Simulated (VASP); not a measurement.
Here is a VASP 6.6.1 calculation.

INCAR

```
PREC = Accurate
ENCUT = 520
EDIFF = 1E-6
ISMEAR = -1
SIGMA = 0.1
LREAL = F
LASPH = T
NELM = 100
ALGO = Normal
ISIF = 2
LWAVE = F
LCHARG = T
GGA = PE
LELF = T
LVHAR = T
NBANDS = 21
```

File KPOINTS:

```
Automatic mesh
0
Gamma
  11 11 11
```

File POSCAR:

```
Pb
1.0
    0.0000000000      3.2779551849      3.2779551849
    3.2779551849      0.0000000000      3.2779551849
    3.2779551849      3.2779551849      0.0000000000
Pb
2
Direct
   -0.1250000000     -0.1250000000     -0.1250000000
    0.1250000000      0.1250000000      0.1250000000
```

Potentials or basis: VASP PAW PBE potentials, release 64 (Pb_d).

Launch:

```sh
$ cat potpaw_PBE.64/Pb_d/POTCAR > POTCAR
$ mpirun -np 1 vasp_std > vasp.out
```

Problem. Predict the pressure.

Solution. 9.5 GPa.

Problem. Estimate the band gap on the k mesh.

Solution. Zero (band 14 reaches 6.24 eV, above the bottom of band 15 at 4.90 eV).

Caveat: spin-orbit coupling is left out, which moves the levels of the heavy elements.
